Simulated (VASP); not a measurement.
Input of a VASP 6.6.1 run:

File INCAR:

```
SYSTEM = MgO
ALGO = Normal
EDIFF = 1E-6
ENCUT = 520
GGA = PE
ISIF = 2
ISMEAR = -1
LASPH = .True.
LCHARG = .False.
LREAL = .False.
LWAVE = .False.
NBANDS = 11
NELM = 80
PREC = Accurate
SIGMA = 0.1
```

KPOINTS

```
k-points
0
Gamma
  17 17 17
  0 0 0
```

The input POSCAR:

```
MgO
1.0
    0.0000000000      1.8890767313      1.8890767313
    1.8890767313      0.0000000000      1.8890767313
    1.8890767313      1.8890767313      0.0000000000
Mg O
1 1
Direct
    0.0000000000      0.0000000000      0.0000000000
    0.5000000000      0.5000000000      0.5000000000
```

Potentials or basis: VASP PAW PBE potentials, release 64 (Mg, O).

Command:

```sh
$ cat potpaw_PBE.64/Mg/POTCAR potpaw_PBE.64/O/POTCAR > POTCAR
$ mpirun -np 1 vasp_std > vasp.out
```

Q: What does it give for the band gap on the k mesh?

A: 8.61 eV, direct.

Q: Predict the pressure.

A: 111.0 GPa.

A k mesh can miss the band edges.
